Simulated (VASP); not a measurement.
Runs of VASP 6.6.1 on KF. The structure is that of space group Fm-3m (No. 225), or close to it. The cells are those of the table. 

```tsv
level	cell	k mesh	smearing	gap on the mesh (eV)	pressure (GPa)
PBE	a = 3.798 Å, angles 60.0°, 2 atoms	4 × 4 × 4	gaussian 0.01 eV	(c)	0.9
PBE	a = 3.760 Å, angles 60.0°, 2 atoms	8 × 8 × 8	fermi-dirac 0.02 eV	6.24	2.0
PBE	a = 3.760, b = 3.760, c = 3.798 Å, angles 59.7, 59.7, 59.3°, 2 atoms	4 × 4 × 4	gaussian 0.01 eV	6.23	2.0
PBE	a = 3.748 Å, angles 60.2°, 2 atoms	8 × 8 × 8	fermi-dirac 0.02 eV	(a)	2.2
r2SCAN	a = 3.817 Å, angles 60.0°, 2 atoms	8 × 8 × 8	gaussian 0.01 eV	6.67	(b)
```

Alike in all rows: task single point; potentials or basis VASP PAW PBE potentials, release 64 (K_sv, F); no spin polarisation; cutoff (eV) 520.

Q: Estimate the missing entries.

A: (a) 6.27; (b) -1.5; (c) 6.09.

Caveats: some runs use coarse meshes; the PAW data sets were made with another functional, which shifts forces and pressure a little (at least some runs).

A k mesh can miss the band edges.
